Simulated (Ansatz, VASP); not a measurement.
One calculation of Sr, two programs

```xyz
1
Lattice="-2.3886 2.3886 2.4250 2.3886 -2.3886 2.4250 2.3886 2.3886 -2.4250" Properties=species:S:1:pos:R:3 pbc="T T T"
Sr    0.0000    0.0000    0.0000
```

Change from the starting cell: strain -0.015 along x and y, +0.000 along z, atoms carried along.

Alike in both runs: task single point; functional LDA; k mesh 14 × 14 × 14; occupations gaussian, width 0.15 eV; no spin polarisation.

```csv
,VASP,Ansatz
version,VASP 6.6.1,Ansatz 0.2.0
potentials or method,"VASP PAW LDA potentials, release 64 (Sr_sv), cutoff 520 eV","scalar-relativistic, plane waves, PAW"
valence electrons in the cell,10,10
```

```tsv
	VASP	Ansatz	Ansatz less VASP
gap on the k mesh at the Fermi level (eV)	none	none	-
pressure (GPa)	-1.6	-1.6	+0.01
```

LDA's correlation is that of Perdew and Zunger in VASP and of Perdew and Wang (1992) in Ansatz. A gap of «none» marks a metal or a gap that the smearing closes.
